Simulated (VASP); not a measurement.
A run of VASP 6.6.1:

Contents of INCAR:

```
ALGO = Normal
EDIFF = 1E-8
ENCUT = 520
GGA = CA
IBRION = 8
ISIF = 2
ISMEAR = -1
LASPH = True
LCHARG = False
LREAL = False
LWAVE = False
NELM = 80
NSW = 1
PREC = Accurate
SIGMA = 0.15
```

File KPOINTS:

```
k-points
0
Gamma
  16 16 12
```

Contents of POSCAR:

```
VPt
1.0
    2.6375224454      0.0000000000      0.0000000000
    0.0000000000      2.6375224454      0.0000000000
    0.0000000000      0.0000000000      3.8037782096
V Pt
1 1
Direct
    0.5000000000      0.5000000000      0.5000000000
    0.0000000000      0.0000000000      0.0000000000
```

Potentials or basis: VASP PAW LDA potentials, release 64 (V_sv, Pt).

Run with:

```sh
$ cat potpaw_LDA.64/V_sv/POTCAR potpaw_LDA.64/Pt/POTCAR > POTCAR
$ mpirun -np 1 vasp_std > vasp.out
```

Hardware: 1 thread of Intel(R) Xeon(R) 6975P-C (Granite Rapids), on a shared host.

Task: Estimate the wall time of this run.

Result: Wall time 7.2 min on 1 thread of Intel(R) Xeon(R) 6975P-C (Granite Rapids), with other jobs on the host, peak memory 0.58 GiB. Counts: scf iterations 86, k points 315.
